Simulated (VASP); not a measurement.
# AgS (F-43m) in VASP: single point with PBE

Aim: the single point of AgS with PBE.

Program: VASP 6.6.1. These are calculated values, not measurements. Logs are shortened: lines on timing, memory, paths and dates and some standing lists are left out, and cuts for length are marked.

## (1) The cell of the first run

Symmetry: F-43m, No. 216, cubic system. The conventional cell has a = 5.435 Å, b = 5.435 Å, c = 5.435 Å, α = 90.00°, β = 90.00°, γ = 90.00°. Within 3.1 Å of Ag (site symmetry -43m) lie 4 S at 2.35 Å. Within 3.1 Å of S (site symmetry -43m) lie 4 Ag at 2.35 Å.

## (2) Single point, PBE

File INCAR:

```
PREC = Accurate
ENCUT = 500
EDIFF = 1E-6
ISMEAR = -1
SIGMA = 0.1
LREAL = False
LASPH = True
NELM = 120
ALGO = Normal
ISIF = 2
LWAVE = False
LCHARG = False
GGA = PE
NBANDS = 16
GGA_COMPAT = False
```

File KPOINTS:

```
Automatic mesh
0
Gamma
  11 11 11
```

File POSCAR:

```
AgS
1.0
    0.0000000000      2.7174050000      2.7174050000
    2.7174050000      0.0000000000      2.7174050000
    2.7174050000      2.7174050000      0.0000000000
Ag S
1 1
Direct
    0.0000000000      0.0000000000      0.0000000000
    0.2500000000      0.2500000000      0.2500000000
```

Potentials or basis: VASP PAW PBE potentials, release 64 (Ag, S).

Command:

```console
$ cat potpaw_PBE.64/Ag/POTCAR potpaw_PBE.64/S/POTCAR > POTCAR
$ mpirun -np 1 vasp_std > vasp.out
```

OUTCAR:

```text
PREC = Accurate
   ENCUT = 500
   EDIFF = 1E-6
   ISMEAR = -1
   LREAL = False
   LASPH = True
   NELM = 120
   ISIF = 2
   GGA = PE

 ion  position               nearest neighbor table
   1  0.000  0.000  0.000-   2 2.35   2 2.35   2 2.35   2 2.35
   2  0.250  0.250  0.250-   1 2.35   1 2.35   1 2.35   1 2.35

  LATTYP: Found a face centered cubic cell.
 ALAT       =     5.4348100000

  Lattice vectors:

 A1 = (   0.0000000000,   2.7174050000,   2.7174050000)
 A2 = (   2.7174050000,   0.0000000000,   2.7174050000)
 A3 = (   2.7174050000,   2.7174050000,   0.0000000000)

Analysis of symmetry for initial positions (statically):
=====================================================================
 Subroutine PRICEL returns:
 Original cell was already a primitive cell.

 Routine SETGRP: Setting up the symmetry group for a
 face centered cubic supercell.

 Subroutine GETGRP returns: Found 24 space group operations
 (whereof 24 operations were pure point group operations)
 out of a pool of 48 trial point group operations.

The static configuration has the point symmetry T_d .

Analysis of symmetry for dynamics (positions and initial velocities):
=====================================================================
 Subroutine PRICEL returns:
 Original cell was already a primitive cell.

 Routine SETGRP: Setting up the symmetry group for a
 face centered cubic supercell.

 Subroutine GETGRP returns: Found 24 space group operations
 (whereof 24 operations were pure point group operations)
 out of a pool of 48 trial point group operations.

The dynamic configuration has the point symmetry T_d .

 Subroutine INISYM returns: Found 24 space group operations
 (whereof 24 operations are pure point group operations),
 and found     1 'primitive' translations

----------------------------------------------------------------------------------------

                                     Primitive cell

  volume of cell :      40.1322

  direct lattice vectors                    reciprocal lattice vectors
     0.000000000  2.717405000  2.717405000    -0.183999073  0.183999073  0.183999073
     2.717405000  0.000000000  2.717405000     0.183999073 -0.183999073  0.183999073
     2.717405000  2.717405000  0.000000000     0.183999073  0.183999073 -0.183999073

  length of vectors
     3.842991005  3.842991005  3.842991005     0.318695742  0.318695742  0.318695742

  position of ions in fractional coordinates (direct lattice)
     0.000000000  0.000000000  0.000000000
     0.250000000  0.250000000  0.250000000

  ion indices of the primitive-cell ions
   primitive index   ion index
                 1           1
                 2           2

----------------------------------------------------------------------------------------

 KPOINTS: Automatic mesh

Automatic generation of k-mesh.
 Grid dimensions read from file:
 generate k-points for:   11   11   11

 Generating k-lattice:

  Cartesian coordinates                     Fractional coordinates (reciprocal lattice)
    -0.016727188  0.016727188  0.016727188     0.090909091  0.000000000  0.000000000
     0.016727188 -0.016727188  0.016727188     0.000000000  0.090909091  0.000000000
     0.016727188  0.016727188 -0.016727188     0.000000000  0.000000000  0.090909091

  Length of vectors
     0.028972340  0.028972340  0.028972340

  Shift w.r.t. Gamma in fractional coordinates (k-lattice)
     0.000000000  0.000000000  0.000000000

 Subroutine IBZKPT returns following result:
 ===========================================

 Found     56 irreducible k-points:

 Following reciprocal coordinates:
            Coordinates               Weight
  0.000000  0.000000  0.000000      1.000000
  0.090909  0.000000  0.000000      8.000000
  0.181818  0.000000  0.000000      8.000000
  0.272727  0.000000  0.000000      8.000000
  0.363636  0.000000  0.000000      8.000000
  0.454545  0.000000  0.000000      8.000000
[... 16 lines left out ...]
 -0.272727  0.181818  0.000000     24.000000
 -0.181818  0.181818  0.000000     12.000000
 [... further k-points ...]
   k-points           NKPTS =     56   k-points in BZ     NKDIM =     56   number of bands    NBANDS=     16
   number of dos      NEDOS =    301   number of ions     NIONS =      2
   total plane-waves  NPLWV =  21952
   dimension x,y,z NGX =    28 NGY =   28 NGZ =   28
   dimension x,y,z NGXF=    56 NGYF=   56 NGZF=   56
   ions per type =               1   1
   NGX,Y,Z   is equivalent  to a cutoff of  12.11, 12.11, 12.11 a.u.
   NGXF,Y,Z  is equivalent  to a cutoff of  24.23, 24.23, 24.23 a.u.
 SYSTEM =  unknown system
   PREC   = accura    normal or accurate (medium, high low for compatibility)
   ISTART =      0    job   : 0-new  1-cont  2-samecut
   ICHARG =      2    charge: 1-file 2-atom 10-const
   ISPIN  =      1    spin polarized calculation?
   LNONCOLLINEAR =      F non collinear calculations
   LSORBIT =      F    spin-orbit coupling
   LASPH  =      T    aspherical Exc in radial PAW
   ENCUT  =  500.0 eV  36.75 Ry    6.06 a.u.   7.01  7.01  7.01*2*pi/ulx,y,z
   NELM   =    120;   NELMIN=  2; NELMDL= -5     # of ELM steps
   EDIFF  = 0.1E-05   stopping-criterion for ELM
   LREAL  =      F    real-space projection
[... 7 lines left out ...]
   TEBEG  =    0.0;   TEEND  =   0.0 temperature during run
   PSTRESS=    0.0 pullay stress
   NELECT =      17.0000    total number of electrons
   NUPDOWN=      -1.0000    fix difference up-down
   EMIN   =  10.00;   EMAX   =-10.00  energy-range for DOS
   EFERMI =   0.00;   METHOD = LEGACY
   ISMEAR =    -1;   SIGMA  =   0.10  broadening in eV -4-tet -1-fermi 0-gaus
   EFERMI_NEDOS =   21; number of points for ismear=-14 and -15
   IALGO  =     38    algorithm
   IMIX   =      4    mixing-type and parameters
     AMIX     =   0.40;   BMIX     =  1.00
     AMIX_MAG =   1.60;   BMIX_MAG =  1.00
  volume/ion in A,a.u.               =      20.07       135.41
  Fermi-wavevector in a.u.,A,eV,Ry     =   1.229495  2.323409 20.567355  1.511658
  Thomas-Fermi vector in A             =   2.364380
   LORBIT       =      0    0 simple, 1 ext, 2 COOP (PROOUT), +10 PAW based schemes
   GGA     = PE    functional components
   LHFCALC =     F    Hartree Fock is set to
   AEXX    =    0.0000 exact exchange contribution
   IVDW    =     0    specifies the selected vdW correction
   LEPSILON=     F    determine dielectric tensor
   LRPA    =     F    only Hartree local field effects (RPA)
 non-spin polarized calculation
  energy-cutoff  :      500.00
  volume of cell :       40.13
 maximum number of plane-waves:      1030
   NGX = 13   NGY = 13   NGZ = 13

 number of electron      17.0000002 magnetization

 Free energy of the ion-electron system (eV)
  ---------------------------------------------------
  ext. energy  EPLUGINS =         0.00000000
  ---------------------------------------------------
  free energy    TOTEN  =        -6.37248181 eV

  energy without entropy =       -6.32159378  energy(sigma->0) =       -6.34703780

 E-fermi :   5.1688     XC(G=0): -10.1964

 val. band max:        5.1580746953   @ k =   0.2727   0.1818   0.0000
 cond. band min:       5.2413229582   @ k =   0.4545   0.1818   0.0909
 fundamental gap:      0.0832482629
 Fermi energy:         5.1687919675

 k-point     1 :       0.0000    0.0000    0.0000
  band No.  band energies     occupation
      1      -8.4292      2.00000
      2      -0.7349      2.00000
      3      -0.7349      2.00000
      4      -0.7349      2.00000
      5       0.9666      2.00000
      6       0.9666      2.00000
[... 8 lines left out ...]
     15      17.9737      0.00000
     16      19.1170      0.00000

 k-point     2 :       0.0909    0.0000    0.0000
  band No.  band energies     occupation
      1      -8.3785      2.00000
      2      -0.7419      2.00000
      3      -0.7057      2.00000
      4      -0.7057      2.00000
      5       0.9613      2.00000
      6       0.9613      2.00000
[... 8 lines left out ...]
     15      17.5405      0.00000
     16      19.1273      0.00000

 k-point     3 :       0.1818    0.0000    0.0000
  band No.  band energies     occupation
      1      -8.2399      2.00000
      2      -0.7336      2.00000
      3      -0.6298      2.00000
      4      -0.6298      2.00000
      5       0.9563      2.00000
      6       0.9563      2.00000
[... 8 lines left out ...]
     15      17.0446      0.00000
     16      18.5974      0.00000

 k-point     4 :       0.2727    0.0000    0.0000
  band No.  band energies     occupation
      1      -8.0521      2.00000
      2      -0.6403      2.00000
      3      -0.5389      2.00000
      4      -0.5389      2.00000
      5       0.9749      2.00000
      6       0.9749      2.00000
[... 8 lines left out ...]
     15      17.1010      0.00000
     16      18.1381      0.00000

 k-point     5 :       0.3636    0.0000    0.0000
  band No.  band energies     occupation
      1      -7.8732      2.00000
      2      -0.4676      2.00000
      3      -0.4676      2.00000
      4      -0.3989      2.00000
      5       1.0248      2.00000
      6       1.0248      2.00000
[... 8 lines left out ...]
     15      17.7797      0.00000
     16      17.9548      0.00000

 k-point     6 :       0.4545    0.0000    0.0000
  band No.  band energies     occupation
      1      -7.7640      2.00000
      2      -0.4325      2.00000
      3      -0.4325      2.00000
      4      -0.0581      2.00000
      5       1.0733      2.00000
      6       1.0733      2.00000
[... 8 lines left out ...]
     15      18.6262      0.00000
     16      18.6262      0.00000
[... 267 lines left out ...]
 k-point    21 :      -0.4545    0.1818    0.0000
  band No.  band energies     occupation
      1      -7.6703      2.00000
      2      -0.4825      2.00000
      3      -0.2589      2.00000
      4       0.1677      2.00000
      5       1.0700      2.00000
      6       1.1043      2.00000
[... 8 lines left out ...]
     15      18.5551      0.00000
     16      19.6244      0.00000

 k-point    22 :      -0.3636    0.1818    0.0000
  band No.  band energies     occupation
      1      -7.7063      2.00000
      2      -0.4466      2.00000
      3      -0.3029      2.00000
      4      -0.0074      2.00000
      5       0.9778      2.00000
      6       1.0725      2.00000
[... 8 lines left out ...]
     15      18.3884      0.00000
     16      19.6707      0.00000

 k-point    23 :      -0.2727    0.1818    0.0000
  band No.  band energies     occupation
      1      -7.8265      2.00000
      2      -0.4475      2.00000
      3      -0.3884      2.00000
      4      -0.3868      2.00000
      5       0.9007      2.00000
      6       1.1081      2.00000
[... 8 lines left out ...]
     15      18.8955      0.00000
     16      20.0661      0.00000

 k-point    24 :      -0.1818    0.1818    0.0000
  band No.  band energies     occupation
      1      -7.9899      2.00000
      2      -0.6320      2.00000
      3      -0.4954      2.00000
      4      -0.4761      2.00000
      5       0.8783      2.00000
      6       1.0676      2.00000
[... 8 lines left out ...]
     15      18.2217      0.00000
     16      20.1307      0.00000

 [... further k-points ...]

------------------------ aborting loop because EDIFF is reached ----------------------------------------

  FORCE on cell =-STRESS in cart. coord.  units (eV):
  Direction    XX          YY          ZZ          XY          YZ          ZX
  --------------------------------------------------------------------------------------
  -------------------------------------------------------------------------------------
  Total        2.9848179      2.9848179      2.9848179      0.0000000      0.0000000     -0.0000000
  in kB      119.1613221    119.1613221    119.1613221      0.0000000      0.0000000     -0.0000000
  external PRESSURE =     119.1613221 kB  Pullay stress =       0.0000000 kB

 VOLUME and BASIS-vectors are now :
 -----------------------------------------------------------------------------
  energy-cutoff  :      500.00
  volume of cell :       40.13
      direct lattice vectors                 reciprocal lattice vectors
     0.000000000  2.717405000  2.717405000    -0.183999073  0.183999073  0.183999073
     2.717405000  0.000000000  2.717405000     0.183999073 -0.183999073  0.183999073
     2.717405000  2.717405000  0.000000000     0.183999073  0.183999073 -0.183999073

 POSITION                                       TOTAL-FORCE (eV/Angst)
 -----------------------------------------------------------------------------------
      0.00000      0.00000      0.00000         0.000000      0.000000      0.000000
      1.35870      1.35870      1.35870        -0.000000     -0.000000     -0.000000
 -----------------------------------------------------------------------------------
    total drift:                               -0.000000     -0.000000     -0.000000

  FREE ENERGIE OF THE ION-ELECTRON SYSTEM (eV)
  ---------------------------------------------------
  free  energy   TOTEN  =        -6.3724818143 eV

  energy  without entropy=       -6.3215937847  energy(sigma->0) =       -6.34703780
```

Wall time 64 s (1 thread of Intel Xeon 8259CL, shared host); peak memory 0.18 GiB.

Results:

```yaml
Free_energy: -6.3725 eV
Pressure: 11.9 GPa
Band_gap_on_the_k_mesh: zero (an odd number of electrons rules out a gap without spin polarisation)
```

Levels at points of the mesh, in eV from the Fermi level:
```
           k point  band 5  band 6  band 7  band 8  band 9  band 10  band 11  band 12  band 13  band 14
(0.00, 0.00, 0.00)   -4.20   -4.20    1.32    1.32    1.32     2.51     7.57     7.57     7.57    12.80
```

Caveat: the cell stands under pressure; an odd number of electrons without spin polarisation forces a metal; a magnetic or distorted state may lie lower.

The gap in the log of VASP goes by the Fermi energy; the results here count the filled bands.